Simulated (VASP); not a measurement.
A run of VASP 6.6.1 is set up as follows.

Contents of INCAR:

```
PREC     = Accurate       # precision mode
ENCUT    = 600            # plane-wave cutoff, eV
EDIFF    = 1E-6           # SCF threshold, eV
ISMEAR   = -1             # smearing method
SIGMA    = 0.02           # smearing width, eV
LREAL    = F              # projectors in reciprocal space
LASPH    = T              # aspherical terms in the spheres
NELM     = 200            # most SCF steps
ALGO     = Normal         # electronic algorithm
ISIF     = 2              # what is computed and relaxed
LWAVE    = F              # write WAVECAR
LCHARG   = F              # write CHGCAR
ISPIN    = 2              # spin polarisation
MAGMOM   = 0.4 0 0 -1.2   # initial moments
LORBIT   = 11             # projections on sites
LMAXMIX  = 4              # l up to which the mixer works
LDAU     = T              # DFT+U
LDAUTYPE = 2            
LDAUL    = 2 -1 2         # shell
LDAUU    = 6.7 0 5.8      # U, eV
LDAUJ    = 0 0 0        
LDAUPRINT= 1            
GGA      = PE             # functional
NBANDS   = 30             # bands
GGA_COMPAT= F
```

The input KPOINTS:

```
regular mesh
0
Gamma
  8 8 8
```

Contents of POSCAR:

```
CrCuO2
1.0
    1.4867000100      0.8583466500      5.7000000000
   -1.4867000100      0.8583466500      5.7000000000
    0.0000000000     -1.7166933100      5.7000000000
Cu O Cr
1 2 1
Direct
    0.0000000000      0.0000000000      0.0000000000
    0.1079200000      0.1079200000      0.1079200000
    0.8920800000      0.8920800000      0.8920800000
    0.5000000000      0.5000000000      0.5000000000
```

Potentials or basis: VASP PAW PBE potentials, release 64 (Cu, O, Cr_pv).

The run is started by

```bash
$ cat potpaw_PBE.64/Cu/POTCAR potpaw_PBE.64/O/POTCAR potpaw_PBE.64/Cr_pv/POTCAR > POTCAR
$ mpirun -np 1 vasp_std > vasp.out
```

(1) What does it give for the site moments?

(2) Estimate the pressure.

(3) Estimate the net moment.

(4) What does it give for the band gap on the k mesh?

Answers

(1) Cu -0.01; O +0.04; Cr -3.01 μB.

(2) 10.8 GPa.

(3) -3.00 μB per cell.

(4) 2.55 eV (least direct gap 3.10 eV).

Caveat: the stress differs along the axes, from 7 to 13 GPa.
